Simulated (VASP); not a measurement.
Wanted: the native input for a VASP 6.6.1 run.

- Task: single point
- Functional: PBEsol
- Potentials or basis: VASP PAW PBE potentials, release 64 (Ti_sv, Al)
- Cutoff: 520 eV
- k mesh: 16 × 16 × 16
- Occupations: gaussian, width 0.15 eV
- Spin: no spin polarisation
- Dipole correction: no
- Further INCAR settings: ALGO = Fast; EDIFF = 1e-06; NBANDS = 14

The structure of TiAl lies in POSCAR:

```
TiAl
1.0
    3.1716223029      0.0000000000      0.0000000000
    0.0000000000      3.1716223029      0.0000000000
    0.0000000000      0.0000000000      2.9584892841
Ti Al
1 1
Direct
    0.0000000000      0.0000000000      0.0000000000
    0.5000000000      0.5000000000      0.5000000000
```

One way to write it, as run:

INCAR

```
ALGO = Fast
EDIFF = 1E-6
ENCUT = 520
GGA = PS
ISIF = 2
ISMEAR = 0
LASPH = T
LCHARG = F
LREAL = F
LWAVE = F
NBANDS = 14
NELM = 80
PREC = Accurate
SIGMA = 0.15
```

KPOINTS

```
k-points
0
Gamma
  16 16 16
```

Potentials or basis: VASP PAW PBE potentials, release 64 (Ti_sv, Al).

The run is started by

```sh
$ cat potpaw_PBE.64/Ti_sv/POTCAR potpaw_PBE.64/Al/POTCAR > POTCAR
$ mpirun -np 1 vasp_std > vasp.out
```

It gave:

```json
{"Pressure": "7.4 GPa", "Band gap on the k mesh": "zero (an odd number of electrons rules out a gap without spin polarisation)"}
```

Caveat: the cell stands under pressure; the PAW data sets were made with another functional, which shifts forces and pressure a little.

It took 71 s on 1 thread of Intel(R) Xeon(R) 6975P-C (Granite Rapids), on a shared host, peak memory 0.28 GiB.
